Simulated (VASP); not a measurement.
A run of VASP 6.6.1 is set up as follows.

File POSCAR:

```
Si16O
1.0
    0.0000000000      5.4437023800     -5.4437023800
    5.4437023800      5.4437023800      0.0000000000
    5.4437023800      0.0000000000     -5.4437023800
Si O
16 1
Direct
    0.1652056311      0.1314406732      0.1234995741
    0.1258907998      0.6287707003      0.1167247712
    0.6364930458      0.0865434580      0.1017845602
    0.6254714269      0.6029794761      0.0999230604
    0.1315452457      0.1251498028      0.6288460007
    0.1309979649      0.6284498270      0.6126346927
    0.6305260050      0.1267568748      0.6180450259
    0.6276931393      0.6252779871      0.6046270142
    0.2532318492      0.7559586564      0.2379342968
    0.2788451018      0.2564767126      0.2546744279
    0.7504337336      0.7167857489      0.2310218829
    0.7954722358      0.2454310140      0.2531377102
    0.2535879908      0.7509521014      0.7420089571
    0.2568158620      0.2543758762      0.7499276664
    0.7568057385      0.7505589722      0.7258100999
    0.7553614933      0.2515364859      0.7369221573
   -0.1904639860      0.0717949956      0.1780825034
```

File INCAR.step1:

```
SYSTEM = Si16O
ALGO = Normal
EDIFF = 1E-4
ENCUT = 520
GGA = PE
ISMEAR = 0
LASPH = .TRUE.
LCHARG = .FALSE.
LREAL = Auto
LWAVE = .TRUE.
NBANDS = 49
NELM = 100
PREC = Accurate
SIGMA = 0.02
```

File INCAR.step2:

```
SYSTEM = Si16O
ALGO = Normal
EDIFF = 1E-6
ENCUT = 520
ISIF = 2
ISMEAR = 0
ISTART = 1
LASPH = .TRUE.
LCHARG = .FALSE.
LMIXTAU = .TRUE.
LREAL = Auto
LWAVE = .FALSE.
METAGGA = R2SCAN
NBANDS = 49
NELM = 100
PREC = Accurate
SIGMA = 0.02
```

Contents of KPOINTS:

```
k-points
0
G
  2 2 2
  0 0 0
```

Potentials or basis: VASP PAW PBE potentials, release 64 (Si, O).

Command:

```console
$ cat potpaw_PBE.64/Si/POTCAR potpaw_PBE.64/O/POTCAR > POTCAR
$ cp INCAR.step1 INCAR
$ mpirun -np 1 vasp_std > vasp.out
$ cp INCAR.step2 INCAR
$ mpirun -np 1 vasp_std > vasp.out
```

Task: What does it give for the band gap on the k mesh?

Result: 0.70 eV.

Task: Estimate the largest force.

Result: 0.077 eV/Å.

Task: Estimate the pressure.

Result: 2.6 GPa.

Forces on the atoms (eV/Å):
```
Si   0.005 -0.006  0.007
Si  -0.005  0.004 -0.001
Si  -0.033 -0.042  0.055
Si   0.006  0.006 -0.013
Si   0.001  0.003  0.002
Si   0.002  0.000 -0.002
Si   0.000  0.005 -0.003
Si  -0.005 -0.002 -0.002
Si  -0.001 -0.004  0.001
Si  -0.009 -0.007  0.005
Si   0.010  0.005 -0.001
Si   0.056  0.038 -0.032
Si  -0.002  0.003  0.003
Si  -0.002 -0.001 -0.003
Si  -0.003  0.001  0.003
Si   0.001 -0.003  0.001
O   -0.022  0.001 -0.020
```

Caveat: the k points lie up to 0.50 Å⁻¹ apart; the cell differs from its parent crystal (with an interstitial atom, then relaxed in part); the PAW data sets were made with another functional, which shifts forces and pressure a little.
